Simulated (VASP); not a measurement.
Input of a VASP 6.6.1 run:

The input INCAR:

```
SYSTEM = La
  ALGO = Normal
  EDIFF = 1E-8
  ENCUT = 520
  GGA = PE
  ISIF = 2
  ISMEAR = -1
  LASPH = .True.
  LCHARG = .False.
  LEFG = .True.
  LREAL = .False.
  LWAVE = .False.
  NBANDS = 18
  NELM = 80
  PREC = Accurate
  SIGMA = 0.05
```

The input KPOINTS:

```
k-points
0
Gamma
  12 12 7
  0 0 0
```

Contents of POSCAR:

```
La
1.0
    3.7830588964      0.0000000000      0.0000000000
   -1.8915294482      3.2762251083      0.0000000000
    0.0000000000      0.0000000000      6.0761288827
La
2
Direct
    0.3333333333      0.6666666667      0.2500000000
    0.6666666667      0.3333333333      0.7500000000
```

Potentials or basis: VASP PAW PBE potentials, release 64 (La).

Run with:

```sh
$ cat potpaw_PBE.64/La/POTCAR > POTCAR
$ mpirun -np 1 vasp_std > vasp.out
```

Q: Estimate the pressure.

A: 0.1 GPa.

Q: Estimate the band gap on the k mesh.

A: Zero (band 11 reaches 8.84 eV, above the bottom of band 12 at 7.50 eV).

Electric field gradients, principal values (V/Å²):
```
atom   least  middle  greatest (by size)
1 La  -9.601  -9.603              19.204
2 La  -9.601  -9.603              19.204
```

Caveat: without QUAD_EFG the Cq values of the log hold for a quadrupole moment of 1 mb, not for the nuclei; spin-orbit coupling is left out, which moves the levels of the heavy elements.
